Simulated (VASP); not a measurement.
# Pt: single point with PBE

The system is Pt.

```
Pt
1.0
    -1.53868    1.53868    1.53868
     1.53868   -1.53868    1.53868
     1.53868    1.53868   -1.53868
Pt
1
Direct
  0.00000 0.00000 0.00000
```

This cell differs from its parent crystal: volume scaled by 0.92.

| Property | Result |
| --- | --- |
| Program | VASP 6.6.1 |
| Task | single point |
| Functional | PBE |
| Potentials or basis | VASP PAW PBE potentials, release 64 (Pt) |
| Cutoff | 520 eV |
| k mesh | 16 × 16 × 16 |
| Occupations | fermi-dirac, width 0.05 eV |
| Spin | collinear spin, ferromagnetic start |
| Starting moments | [1.0] μB |

The pressure is 24.3 GPa, the band gap on the k mesh is zero (filled and empty bands overlap) and the net moment is 0.00 μB per cell. The valence electrons inside the program's atomic spheres are Pt 9.41.

Levels at points of the mesh, in eV from the Fermi level:
Spin up:
| k point | band 3 | band 4 | band 5 | band 6 | band 7 | band 8 |
| --- | --- | --- | --- | --- | --- | --- |
| (0.00, 0.00, 0.00) | -3.98 | -3.98 | -1.18 | -1.18 | 17.01 | 17.01 |
| (0.50, 0.00, 0.00) | -1.36 | -0.79 | -0.03 | 1.20 | 6.99 | 13.22 |
| (0.50, 0.50, 0.50) | 0.59 | 0.59 | 0.59 | 7.82 | 7.82 | 7.82 |
Spin down:
```
           k point  band 3  band 4  band 5  band 6  band 7  band 8
(0.00, 0.00, 0.00)   -3.98   -3.98   -1.18   -1.18   17.01   17.01
(0.50, 0.00, 0.00)   -1.36   -0.79   -0.03    1.20    6.99   13.22
(0.50, 0.50, 0.50)    0.59    0.59    0.59    7.82    7.82    7.82
```

Run time: 26 s on 1 thread of Intel(R) Xeon(R) 6975P-C (Granite Rapids), on a shared host, peak memory 0.16 GiB.

Caveat: spin-orbit coupling is left out, which moves the levels of the heavy elements.
